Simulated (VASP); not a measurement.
# Al6N6O (a cell with a defect) in VASP: notebook

Al6N6O (a cell with a defect) is run at these levels: PBE; tasks: single point.

Everything below comes from runs of VASP 6.6.1. Logs are shortened: lines on timing, memory, paths and dates and some standing lists are left out, and cuts for length are marked.

## (1) The cell of the first run

The cell holds a defect, 13 atoms: a = 5.421 Å, b = 5.421 Å, c = 5.913 Å, α = 62.72°, β = 62.72°, γ = 60.00°.

## (2) Single point, PBE

File INCAR:

```
SYSTEM = Al6N6O
ALGO = Normal ; EDIFF = 1E-6
ENCUT = 520 ; GGA = PE
GGA_COMPAT = .FALSE. ; ISIF = 2
ISMEAR = 0 ; LASPH = .TRUE.
LCHARG = .FALSE. ; LREAL = .FALSE.
LWAVE = .FALSE. ; NBANDS = 39
NELECT = 56.0 ; NELM = 120
PREC = Accurate ; SIGMA = 0.05
```

File KPOINTS:

```
k-points
0
G
  6 6 4
  0 0 0
```

File POSCAR:

```
Al6N6O
1.0
    0.0000000000      5.4209177894      0.0000000000
    4.6946525174      2.7104588947      0.0000000000
    1.5648841725      2.7104588947     -5.0173032437
Al N O
6 6 1
Direct
    0.3339095018      0.0005761684      0.9982714947
    0.6672428351      0.3339095018      0.9982714947
    0.0005761684      0.6672428351      0.9982714947
    0.1672428351      0.5005761684      0.4982714947
    0.5005761684      0.8339095018      0.4982714947
    0.8339095018      0.1672428351      0.4982714947
    0.4610904982      0.1277571649      0.6167285053
    0.7944238316      0.4610904982      0.6167285053
    0.1277571649      0.7944238316      0.6167285053
    0.2944238316      0.6277571649      0.1167285053
    0.6277571649      0.9610904982      0.1167285053
    0.9610904982      0.2944238316      0.1167285053
   -0.1105349427      0.7227510092      0.6649381614
```

Potentials or basis: VASP PAW PBE potentials, release 64 (Al, N, O).

Launch:

```
$ cat potpaw_PBE.64/Al/POTCAR potpaw_PBE.64/N/POTCAR potpaw_PBE.64/O/POTCAR > POTCAR
$ mpirun -np 1 vasp_std > vasp.out
```

OUTCAR:

```text
SYSTEM = Al6N6O
   EDIFF = 1E-6
   ENCUT = 520
   GGA = PE
   ISIF = 2
   ISMEAR = 0
   LASPH = .TRUE.
   LREAL = .FALSE.
   NELECT = 56.0
   NELM = 120
   PREC = Accurate

 ion  position               nearest neighbor table
   1  0.334  0.001  0.998-  10 1.90  11 1.90  12 1.90   7 1.91   5 3.09   5 3.09   4 3.09   4 3.09
                             6 3.09   6 3.09   2 3.13   3 3.13   3 3.13   2 3.13   3 3.13   2 3.13
   2  0.667  0.334  0.998-  10 1.90  12 1.90  11 1.90   8 1.91  13 2.52   4 3.09   4 3.09   5 3.09
                             5 3.09   6 3.09   6 3.09   1 3.13   3 3.13   3 3.13   3 3.13   1 3.13
   3  0.001  0.667  0.998-  12 1.90  11 1.90  10 1.90   9 1.91  13 2.17   6 3.09   6 3.09   4 3.09
                             5 3.09   4 3.09   5 3.09   2 3.13   1 3.13   1 3.13   2 3.13   2 3.13
   4  0.167  0.501  0.498-  13 1.61   7 1.90   8 1.90   9 1.90  10 1.91   2 3.09   2 3.09   1 3.09
                             1 3.09   3 3.09   3 3.09   5 3.13   6 3.13   6 3.13   5 3.13   5 3.13
   5  0.501  0.834  0.498-   7 1.90   9 1.90   8 1.90  11 1.91  13 2.42   1 3.09   1 3.09   2 3.09
                             2 3.09   3 3.09   3 3.09   4 3.13   6 3.13   6 3.13   4 3.13   6 3.13
   6  0.834  0.167  0.498-   9 1.90   8 1.90   7 1.90  12 1.91  13 2.06   3 3.09   3 3.09   1 3.09
                             2 3.09   1 3.09   2 3.09   5 3.13   4 3.13   4 3.13   5 3.13   5 3.13
   7  0.461  0.128  0.617-   4 1.90   5 1.90   6 1.90   1 1.91
   8  0.794  0.461  0.617-   6 1.90   4 1.90   5 1.90   2 1.91
   9  0.128  0.794  0.617-  13 1.40   6 1.90   5 1.90   4 1.90   3 1.91
  10  0.294  0.628  0.117-   1 1.90   2 1.90   3 1.90   4 1.91
  11  0.628  0.961  0.117-   3 1.90   1 1.90   2 1.90   5 1.91
  12  0.961  0.294  0.117-   3 1.90   2 1.90   1 1.90   6 1.91
  13  0.889  0.723  0.665-   9 1.40   4 1.61   6 2.06   3 2.17   5 2.42   2 2.52

  LATTYP: Found a trigonal (rhomboedric) cell.
 ALAT       =     5.9134407693
 COS(alpha) =     0.5798202250

  Lattice vectors:

 A1 = (   1.5648841725,  -2.7104588947,  -5.0173032437)
 A2 = (  -3.1297683449,  -0.0000000000,  -5.0173032437)
 A3 = (   1.5648841725,   2.7104588947,  -5.0173032437)

Analysis of symmetry for initial positions (statically):
=====================================================================
 Subroutine PRICEL returns:
 Original cell was already a primitive cell.

 Routine SETGRP: Setting up the symmetry group for a
 trigonal (rhombohedral) supercell.

 Subroutine GETGRP returns: Found  1 space group operations
 (whereof  1 operations were pure point group operations)
 out of a pool of 12 trial point group operations.

The static configuration has the point symmetry C_1 .

Analysis of symmetry for dynamics (positions and initial velocities):
=====================================================================
 Subroutine PRICEL returns:
 Original cell was already a primitive cell.

 Routine SETGRP: Setting up the symmetry group for a
 trigonal (rhombohedral) supercell.

 Subroutine GETGRP returns: Found  1 space group operations
 (whereof  1 operations were pure point group operations)
 out of a pool of 12 trial point group operations.

The dynamic configuration has the point symmetry C_1 .

 Subroutine INISYM returns: Found  1 space group operations
 (whereof  1 operations are pure point group operations),
 and found     1 'primitive' translations

----------------------------------------------------------------------------------------

                                     Primitive cell

  volume of cell :     127.6870

  direct lattice vectors                    reciprocal lattice vectors
     0.000000000  5.420917789  0.000000000    -0.106504155  0.184470608  0.066436752
     4.694652517  2.710458895  0.000000000     0.213008310  0.000000000  0.066436752
     1.564884173  2.710458895 -5.017303244     0.000000000  0.000000000 -0.199310257

  length of vectors
     5.420917789  5.420917789  5.913440769     0.223128623  0.223128623  0.199310257

  position of ions in fractional coordinates (direct lattice)
     0.333909502  0.000576168  0.998271495
     0.667242835  0.333909502  0.998271495
     0.000576168  0.667242835  0.998271495
     0.167242835  0.500576168  0.498271495
     0.500576168  0.833909502  0.498271495
     0.833909502  0.167242835  0.498271495
     0.461090498  0.127757165  0.616728505
     0.794423832  0.461090498  0.616728505
     0.127757165  0.794423832  0.616728505
     0.294423832  0.627757165  0.116728505
     0.627757165  0.961090498  0.116728505
     0.961090498  0.294423832  0.116728505
     0.889465057  0.722751009  0.664938161

[... 56 lines left out ...]
 WARNING: IBZKPT: internal override: KBLOWUP is changed to .FALSE.
      ... skipping the blow-up phase ...

 Subroutine IBZKPT returns following result:
 ===========================================

 Found     76 irreducible k-points:

 Following reciprocal coordinates:
            Coordinates               Weight
  0.000000  0.000000  0.000000      1.000000
  0.166667 -0.000000  0.000000      2.000000
  0.333333  0.000000  0.000000      2.000000
  0.500000 -0.000000  0.000000      1.000000
  0.000000  0.166667  0.000000      2.000000
  0.166667  0.166667  0.000000      2.000000
[... 16 lines left out ...]
  0.333333  0.000000  0.250000      2.000000
  0.500000 -0.000000  0.250000      2.000000
 [... further k-points ...]
   k-points           NKPTS =     76   k-points in BZ     NKDIM =     76   number of bands    NBANDS=     39
   number of dos      NEDOS =    301   number of ions     NIONS =     13
   total plane-waves  NPLWV =  76800
   dimension x,y,z NGX =    40 NGY =   40 NGZ =   48
   dimension x,y,z NGXF=    80 NGYF=   80 NGZF=   96
   ions per type =               6   6   1
   NGX,Y,Z   is equivalent  to a cutoff of  12.27, 12.27, 13.49 a.u.
   NGXF,Y,Z  is equivalent  to a cutoff of  24.53, 24.53, 26.99 a.u.
 SYSTEM =  Al6N6O
   PREC   = accura    normal or accurate (medium, high low for compatibility)
   ISTART =      0    job   : 0-new  1-cont  2-samecut
   ICHARG =      2    charge: 1-file 2-atom 10-const
   ISPIN  =      1    spin polarized calculation?
   LNONCOLLINEAR =      F non collinear calculations
   LSORBIT =      F    spin-orbit coupling
   LASPH  =      T    aspherical Exc in radial PAW
   ENCUT  =  520.0 eV  38.22 Ry    6.18 a.u.  10.08 10.08 11.00*2*pi/ulx,y,z
   NELM   =    120;   NELMIN=  2; NELMDL= -5     # of ELM steps
   EDIFF  = 0.1E-05   stopping-criterion for ELM
   LREAL  =      F    real-space projection
   EDIFFG = 0.1E-04   stopping-criterion for IOM
   NSW    =      0    number of steps for IOM
   IBRION =     -1    ionic relax: 0-MD 1-quasi-New 2-CG
   NFREE  =      0    steps in history (QN), initial steepest desc. (CG)
   ISIF   =      2    stress and relaxation
   ISYM   =      2    0-nonsym 1-usesym 2-fastsym
   POTIM  = 0.5000    time-step for ionic-motion
   TEBEG  =    0.0;   TEEND  =   0.0 temperature during run
   PSTRESS=    0.0 pullay stress
   NELECT =      56.0000    total number of electrons
   NUPDOWN=      -1.0000    fix difference up-down
   EMIN   =  10.00;   EMAX   =-10.00  energy-range for DOS
   EFERMI =   0.00;   METHOD = LEGACY
   ISMEAR =     0;   SIGMA  =   0.05  broadening in eV -4-tet -1-fermi 0-gaus
   EFERMI_NEDOS =   21; number of points for ismear=-14 and -15
   IALGO  =     38    algorithm
   IMIX   =      4    mixing-type and parameters
     AMIX     =   0.40;   BMIX     =  1.00
     AMIX_MAG =   1.60;   BMIX_MAG =  1.00
  volume/ion in A,a.u.               =       9.82        66.28
  Fermi-wavevector in a.u.,A,eV,Ry     =   1.243814  2.350467 21.049196  1.547072
  Thomas-Fermi vector in A             =   2.378108
   LORBIT       =      0    0 simple, 1 ext, 2 COOP (PROOUT), +10 PAW based schemes
   GGA     = PE    functional components
   LHFCALC =     F    Hartree Fock is set to
   AEXX    =    0.0000 exact exchange contribution
   IVDW    =     0    specifies the selected vdW correction
   LEPSILON=     F    determine dielectric tensor
   LRPA    =     F    only Hartree local field effects (RPA)
 non-spin polarized calculation
 Gauss-broadening in eV      SIGMA  =   0.05
  energy-cutoff  :      520.00
  volume of cell :      127.69
 maximum number of plane-waves:      3468
   NGX = 21   NGY = 21   NGZ = 21

 number of electron      55.9999998 magnetization

 Free energy of the ion-electron system (eV)
  ---------------------------------------------------
  ext. energy  EPLUGINS =         0.00000000
  ---------------------------------------------------
  free energy    TOTEN  =       -65.94773200 eV

  energy without entropy =      -65.94110821  energy(sigma->0) =      -65.94442010

 E-fermi :  11.8012     XC(G=0): -11.4169

 val. band max:       11.7981951085   @ k =   0.5000  -0.0000   0.0000
 cond. band min:      11.8045227366   @ k =  -0.1667   0.1667   0.5000
 fundamental gap:      0.0063276281
 Fermi energy:        11.8012148040

 k-point     1 :       0.0000    0.0000    0.0000
  band No.  band energies     occupation
      1     -15.7242      2.00000
      2      -8.3505      2.00000
      3      -7.2614      2.00000
      4      -6.4092      2.00000
      5      -6.4002      2.00000
      6      -6.2682      2.00000
[... 997 lines left out ...]
     38      15.9625      0.00000
     39      16.0708      0.00000

 [... further k-points ...]

------------------------ aborting loop because EDIFF is reached ----------------------------------------

  FORCE on cell =-STRESS in cart. coord.  units (eV):
  Direction    XX          YY          ZZ          XY          YZ          ZX
  --------------------------------------------------------------------------------------
  -------------------------------------------------------------------------------------
  Total       44.0336604     53.4444111     35.7316275      7.8322728      1.2475166     -3.4554696
  in kB      552.5209458    670.6041763    448.3495689     98.2769708     15.6534581    -43.3581795
  external PRESSURE =     557.1582303 kB  Pullay stress =       0.0000000 kB

 VOLUME and BASIS-vectors are now :
 -----------------------------------------------------------------------------
  energy-cutoff  :      520.00
  volume of cell :      127.69
      direct lattice vectors                 reciprocal lattice vectors
     0.000000000  5.420917789  0.000000000    -0.106504155  0.184470608  0.066436752
     4.694652517  2.710458895  0.000000000     0.213008310  0.000000000  0.066436752
     1.564884173  2.710458895 -5.017303244     0.000000000  0.000000000 -0.199310257

 POSITION                                       TOTAL-FORCE (eV/Angst)
 -----------------------------------------------------------------------------------
      1.56488      4.51743     -5.00863         0.404671     -0.119409      0.481040
      3.12977      7.22789     -5.00863        -0.328083     -0.336958      0.741229
      4.69465      4.51743     -5.00863        -0.001458      0.679148     -0.598148
      3.12977      3.61395     -2.49998        -5.427501      0.446882      2.887021
      4.69465      6.32440     -2.49998        -0.110515      0.379925      0.338289
      1.56488      6.32440     -2.49998         1.244914      0.022067      0.219745
      1.56488      4.51743     -3.09431         1.932577     -1.106248     -0.130106
      3.12977      7.22789     -3.09431        -4.358741     -5.245781      0.718952
      4.69465      4.51743     -3.09431         3.460143      9.610283      0.997384
      3.12977      3.61395     -0.58566         0.201273      0.192582     -0.359539
      4.69465      6.32440     -0.58566        -0.338122      0.061602     -0.333432
      1.56488      6.32440     -0.58566        -0.183671     -0.124119     -0.632390
      4.43362      8.58299     -3.33620         3.504513     -4.459976     -4.330046
 -----------------------------------------------------------------------------------
    total drift:                               -0.000721     -0.000629      0.001980

  FREE ENERGIE OF THE ION-ELECTRON SYSTEM (eV)
  ---------------------------------------------------
  free  energy   TOTEN  =       -65.9477319994 eV

  energy  without entropy=      -65.9411082105  energy(sigma->0) =      -65.94442010
```

It took 11 min on 1 thread of Intel Xeon 8259CL, shared host; peak memory 0.45 GiB.

What came out:

```yaml
Free_energy: -65.9477 eV
Largest_force: 10.263 eV/Å
```

Forces on the atoms (eV/Å):
```
Al   0.405 -0.119  0.481
Al  -0.328 -0.337  0.741
Al  -0.001  0.679 -0.598
Al  -5.428  0.447  2.887
Al  -0.111  0.380  0.338
Al   1.245  0.022  0.220
N    1.933 -1.106 -0.130
N   -4.359 -5.246  0.719
N    3.460  9.610  0.997
N    0.201  0.193 -0.360
N   -0.338  0.062 -0.333
N   -0.184 -0.124 -0.632
O    3.505 -4.460 -4.330
```

Levels at points of the mesh, in eV from the Fermi level:
| k point | band 24 | band 25 | band 26 | band 27 | band 28 | band 29 | band 30 | band 31 | band 32 | band 33 |
| --- | --- | --- | --- | --- | --- | --- | --- | --- | --- | --- |
| (0.00, 0.00, 0.00) | -5.89 | -5.72 | -5.03 | -4.68 | -1.28 | 0.12 | 0.82 | 1.25 | 1.61 | 2.17 |
| (0.50, 0.00, 0.00) | -6.15 | -5.85 | -5.24 | -4.70 | -0.29 | 0.00 | 0.35 | 0.92 | 1.38 | 1.76 |
| (0.00, 0.50, 0.00) | -6.29 | -5.80 | -5.19 | -3.98 | -0.34 | 0.14 | 0.32 | 1.07 | 1.21 | 1.67 |
| (0.50, 0.50, 0.00) | -6.38 | -5.87 | -5.14 | -4.82 | 0.14 | 0.18 | 0.86 | 1.04 | 1.46 | 1.68 |
| (0.00, 0.00, 0.50) | -6.12 | -6.09 | -5.30 | -4.79 | -0.42 | 0.42 | 0.63 | 1.25 | 1.47 | 2.50 |
| (0.50, 0.00, 0.50) | -6.30 | -5.88 | -5.07 | -4.61 | 0.17 | 0.43 | 0.68 | 0.94 | 1.06 | 1.59 |
| (0.00, 0.50, 0.50) | -6.30 | -6.02 | -5.22 | -3.94 | -0.04 | 0.18 | 0.44 | 0.83 | 1.04 | 1.69 |
| (0.50, 0.50, 0.50) | -6.25 | -5.94 | -5.35 | -5.04 | -0.28 | 0.20 | 0.31 | 0.97 | 1.31 | 1.98 |

Caveat: the cell carries a net charge on a neutralising background, which shifts energy and pressure; the cell is charged against a uniform background, so pressure and absolute levels hang on convention.

## (3) Single point, PBE

File INCAR:

```
PREC = Accurate ; ENCUT = 520
EDIFF = 1E-6 ; ISMEAR = 0
SIGMA = 0.05 ; LREAL = F
LASPH = T ; NELM = 120
ALGO = Normal ; ISIF = 2
LWAVE = F ; LCHARG = T
GGA = PE ; LELF = T
LVHAR = T ; NBANDS = 39
NELECT = 56.0 ; GGA_COMPAT = F
```

File KPOINTS:

```
Automatic mesh
0
Gamma
  6 6 4
```

Edit POSCAR of step 2 so:

```diff
@@ -20,2 +20,2 @@
     0.9610904982      0.2944238316      0.1167285053
-   -0.1105349427      0.7227510092      0.6649381614
+   -0.0549793871      0.6116398981      0.8316048280
```

Potentials or basis: VASP PAW PBE potentials, release 64 (Al, N, O).

Launch:

```
$ cat potpaw_PBE.64/Al/POTCAR potpaw_PBE.64/N/POTCAR potpaw_PBE.64/O/POTCAR > POTCAR
$ mpirun -np 1 vasp_std > vasp.out
```

Wall time 12 min (1 thread of Intel Xeon 8259CL, shared host); peak memory 0.45 GiB.

Results (log left out):

* Free energy: -63.2781 eV
* Largest force: 29.008 eV/Å

Forces in eV/Å, atoms in the order of the input:
```
Al    0.386  -0.140  -0.690
Al   -0.233   0.417   0.389
Al   10.493  17.675 -17.221
Al   -0.152  -0.796  -0.174
Al    0.446  -0.175   0.522
Al   -0.462   1.000   0.918
N     0.421   0.148  -0.752
N    -0.646  -1.835   0.837
N     4.821   5.597   8.169
N    -0.276   0.314  -0.156
N     0.464   0.779  -0.048
N    -5.338  -0.675  -7.456
O    -9.923 -22.309  15.661
```

Levels at points of the mesh, in eV from the Fermi level:
```
           k point  band 26  band 27  band 28  band 29  band 30  band 31
(0.00, 0.00, 0.00)    -5.22    -3.95    -1.09     0.34     1.14     1.32
(0.50, 0.00, 0.00)    -5.12    -4.19    -0.46     0.12     0.85     1.23
(0.00, 0.50, 0.00)    -5.08    -3.26    -0.30     0.24     0.44     1.18
(0.50, 0.50, 0.00)    -5.36    -3.33    -0.70     0.58     0.80     1.13
(0.00, 0.00, 0.50)    -5.12    -3.21    -0.51     0.41     0.61     1.50
(0.50, 0.00, 0.50)    -5.10    -3.28    -0.22     0.51     0.61     1.25
(0.00, 0.50, 0.50)    -4.91    -4.42    -0.23     0.55     0.96     1.13
(0.50, 0.50, 0.50)    -5.15    -4.24     0.17     0.26     0.32     1.33
```

Caveat: the cell carries a net charge on a neutralising background, which shifts energy and pressure; the cell is charged against a uniform background, so pressure and absolute levels hang on convention.
